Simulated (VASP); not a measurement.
# AlN: single point with PBE

AlN:

```
Al N
1.0
     0.00000    2.18399    2.34779
     2.18399    0.00000    2.34779
     2.18399    2.18399    0.00000
Al N
1 1
Direct
  0.00000 0.00000 0.00000
  0.75000 0.75000 0.75000
```

This cell differs from its parent crystal: strain +0.0750 x Voigt [0, 0, 1, 0, 0, 0].

* Program: VASP 6.6.1
* Task: single point
* Functional: PBE
* Potentials or basis: VASP PAW PBE potentials, release 64 (Al, N)
* Cutoff: 520 eV
* k mesh: 10 × 10 × 10
* Occupations: gaussian, width 0.05 eV
* Spin: no spin polarisation
* Dipole correction: no
* Further INCAR settings: ALGO = Normal; EDIFF = 1e-07; NBANDS = 11

```json
{
  "Pressure": "-9.0 GPa",
  "Band gap on the k mesh": "3.06 eV, indirect (least direct gap 3.42 eV)"
}
```

Stress tensor (GPa, compression positive):
```
 -5.01   0.00   0.00
  0.00  -5.01   0.00
  0.00   0.00 -17.08
```

Levels at points of the mesh, in eV from the valence-band top:
| k point | band 1 | band 2 | band 3 | band 4 | band 5 | band 6 | band 7 | band 8 | band 9 |
| --- | --- | --- | --- | --- | --- | --- | --- | --- | --- |
| (0.00, 0.00, 0.00) | -14.72 | -0.36 | -0.02 | -0.02 | 3.40 | 11.70 | 11.70 | 11.77 | 15.63 |
| (0.50, 0.00, 0.00) | -12.87 | -5.70 | -0.92 | -0.31 | 6.38 | 9.24 | 10.20 | 11.19 | 16.73 |
| (0.50, 0.50, 0.00) | -12.49 | -5.28 | -1.45 | -1.45 | 3.38 | 8.76 | 12.05 | 15.05 | 15.05 |
| (0.50, 0.00, 0.50) | -12.21 | -4.61 | -2.03 | -1.99 | 3.06 | 7.66 | 13.21 | 13.52 | 15.52 |

Wall time 12 s on 1 thread of AMD EPYC 9R45 96-Core Processor (Zen 5) (shared host), peak memory 0.12 GiB.

Caveat: the cell differs from its parent crystal (strain +0.0750 x Voigt [0, 0, 1, 0, 0, 0]). A k mesh can miss the band edges.
